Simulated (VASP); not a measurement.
Crystal: Sc2InSbAs2.

```
CELL_PARAMETERS angstrom
4.55117 0.00000 0.00000
-2.27558 3.94143 0.00000
0.00000 0.00000 9.60201
ATOMIC_POSITIONS crystal
Sc 0.33333 0.66667 0.00000
Sc 0.66667 0.33333 0.00000
In 0.00000 0.00000 0.00000
Sb 0.00000 0.00000 0.50000
As 0.00000 0.00000 0.27926
As 0.00000 0.00000 0.72074
```

The cell was generated, and may not be a known phase.

```yaml
Program: VASP 6.6.1
Task: relaxation of cell and atoms
Functional: PBE
Potentials_or_basis: VASP PAW PBE potentials, release 64 (Sc_sv, In_d, Sb, As)
Cutoff: 600 eV
k_mesh: 6 × 6 × 2
Occupations: gaussian, width 0.1 eV
Spin: no spin polarisation
```

At the start: pressure 23.3 GPa; volume 28.71 Å³/atom.

Task: How do energy, volume and symmetry change on relaxing?

Result: Over 12 steps the energy falls by 834.3 meV/atom and the volume is 41.31 Å³/atom (+43.9 %); space group P6/mmm (No. 191, to 0.1 Å) before and after.

The path:
```
step  energy change (eV)  largest force (eV/Å)  pressure (GPa)  volume (Å³)
   1              0.0000                8.0293           23.34       172.24
   2             -2.2207                0.2694           -3.80       297.08
   3             -4.1011                0.1149            1.07       225.26
   4             -4.1156                0.1784            1.51       222.55
   5             -4.1194                0.2871            2.20       218.74
   6             -4.9960                0.1436            0.38       242.13
   7             -4.9978                0.1748            0.35       243.45
   8             -4.9977                0.1632            0.36       242.96
   9             -5.0027                0.1323            0.01       245.86
  10             -5.0027                0.1270           -0.07       246.42
  11             -5.0055                0.0443           -0.07       247.74
  12             -5.0056                0.0353           -0.07       247.87
```

Final structure:
```cif
data_structure
_symmetry_space_group_name_H-M 'P 1'
_symmetry_Int_Tables_number 1
_cell_length_a 5.2412
_cell_length_b 5.2412
_cell_length_c 10.4190
_cell_angle_alpha 90.000
_cell_angle_beta 90.000
_cell_angle_gamma 120.000
_cell_volume 247.87
loop_
_atom_site_label
_atom_site_type_symbol
_atom_site_fract_x
_atom_site_fract_y
_atom_site_fract_z
_atom_site_occupancy
Sc1 Sc 0.33333 0.66667 0.00000 1
Sc2 Sc 0.66667 0.33333 0.00000 1
In1 In 0.00000 0.00000 0.00000 1
Sb1 Sb 0.00000 0.00000 0.50000 1
As1 As 0.00000 0.00000 0.25523 1
As2 As 0.00000 0.00000 0.74477 1
```

Caveat: the volume moved by over 15 % at a fixed basis, so the end points are rough.
